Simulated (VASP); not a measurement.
Set up this calculation in VASP 6.6.1, as the native input.

```
Task                   : single point
Functional             : PBE
Potentials or basis    : VASP PAW PBE potentials, release 64 (Cd, As)
Cutoff                 : 520 eV
k mesh                 : 6 × 6 × 6
Occupations            : gaussian, width 0.1 eV
Spin                   : no spin polarisation
Dipole correction      : no
Further INCAR settings : ALGO = Fast; EDIFF = 1e-06; NBANDS = 22
```

The structure of Cd2As lies in POSCAR:

```
Cd2As
1.0
    0.0000000000      3.3701608122      3.3701608122
    3.3701608122      0.0000000000      3.3701608122
    3.3701608122      3.3701608122      0.0000000000
Cd As
2 1
Direct
    0.2500000000      0.2500000000      0.2500000000
    0.7500000000      0.7500000000      0.7500000000
    0.0000000000      0.0000000000      0.0000000000
```

The input as run:

INCAR

```
SYSTEM = Cd2As
PREC = Accurate
ENCUT = 520
EDIFF = 1E-6
ISMEAR = 0
SIGMA = 0.1
LREAL = .FALSE.
LASPH = .TRUE.
NELM = 80
ALGO = Fast
ISIF = 2
LWAVE = .FALSE.
LCHARG = .TRUE.
GGA = PE
LELF = .TRUE.
LVHAR = .TRUE.
NBANDS = 22
```

KPOINTS

```
Automatic mesh
0
G
  6 6 6
  0 0 0
```

Potentials or basis: VASP PAW PBE potentials, release 64 (Cd, As).

Launch:

```bash
$ cat potpaw_PBE.64/Cd/POTCAR potpaw_PBE.64/As/POTCAR > POTCAR
$ mpirun -np 1 vasp_std > vasp.out
```

It gave:

```json
{
 "Pressure": "0.1 GPa",
 "Band gap on the k mesh": "zero (an odd number of electrons rules out a gap without spin polarisation)"
}
```

Run time: 18 s on 1 thread of AMD EPYC 9R45 (Zen 5), with other jobs on the host, peak memory 0.17 GiB.
